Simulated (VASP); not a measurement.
GeH2:

```
Ge H
1.0
     0.00000    2.05857    2.05857
     2.05857    0.00000    2.05857
     2.05857    2.05857    0.00000
Ge H
1 2
Direct
  0.00000 0.00000 0.00000
  0.75000 0.75000 0.75000
  0.25000 0.25000 0.25000
```

```yaml
Program: VASP 6.6.1
Task: relaxation of cell and atoms
Functional: PBE
Potentials_or_basis: VASP PAW PBE potentials, release 64 (Ge_d, H)
Cutoff: 600 eV
k_mesh: 8 × 8 × 8
Occupations: gaussian, width 0.1 eV
Spin: no spin polarisation
```

At the start: pressure 83.4 GPa; volume 5.82 Å³/atom.

Question: Where does the relaxation end?

Answer: Over 6 steps the energy falls by 651.4 meV/atom and the volume is 9.63 Å³/atom (+65.6 %); space group Fm-3m (No. 225, to 0.05 Å).

Step by step:
| step | energy change (eV) | largest force (eV/Å) | pressure (GPa) | volume (Å³) |
| --- | --- | --- | --- | --- |
| 1 | 0.0000 | 0.0000 | 83.37 | 17.45 |
| 2 | -1.8946 | 0.0000 | 8.04 | 26.26 |
| 3 | -1.9491 | 0.0000 | 2.97 | 28.00 |
| 4 | -1.9021 | 0.0000 | -5.34 | 31.71 |
| 5 | -1.9532 | 0.0000 | -0.90 | 29.19 |
| 6 | -1.9543 | 0.0000 | -0.10 | 28.90 |

Final structure:
```
Ge H
1.0
     0.00000    2.43570    2.43570
     2.43570    0.00000    2.43570
     2.43570    2.43570    0.00000
Ge H
1 2
Direct
  0.00000 0.00000 0.00000
  0.75000 0.75000 0.75000
  0.25000 0.25000 0.25000
```

Caveat: the volume moved by over 15 % at a fixed basis, so the end points are rough.
